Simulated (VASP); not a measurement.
Input of a VASP 6.6.1 run:

Contents of INCAR:

```
PREC = Accurate ; ENCUT = 520
EDIFF = 1E-6 ; ISMEAR = -1
SIGMA = 0.05 ; LREAL = F
LASPH = T ; NELM = 100
ALGO = Normal ; ISIF = 2
LWAVE = F ; LCHARG = F
GGA = PS ; NBANDS = 18
```

File KPOINTS:

```
regular mesh
0
Gamma
  6 6 3
```

The input POSCAR:

```
Au
1.0
    2.9000000000      0.0000000000      0.0000000000
   -1.4500000000      2.5114736710      0.0000000000
    0.0000000000      0.0000000000      4.8800000000
Au
2
Direct
    0.6666666667      0.3333333333      0.2500000000
    0.3333333333      0.6666666667      0.7500000000
```

Potentials or basis: VASP PAW PBE potentials, release 64 (Au).

Launch:

```bash
$ cat potpaw_PBE.64/Au/POTCAR > POTCAR
$ mpirun -np 1 vasp_std > vasp.out
```

Problem. Estimate the band gap on the k mesh.

Solution. Zero (band 11 reaches 11.70 eV, above the bottom of band 12 at 6.29 eV).

Problem. Estimate the pressure.

Solution. -6.2 GPa.

Stress tensor (GPa, compression positive):
```
-7.79  0.00  0.00
 0.00 -7.79  0.00
 0.00  0.00 -2.90
```

Caveat: the k points lie up to 0.43 Å⁻¹ apart; the PAW data sets were made with another functional, which shifts forces and pressure a little; spin-orbit coupling is left out, which moves the levels of the heavy elements.
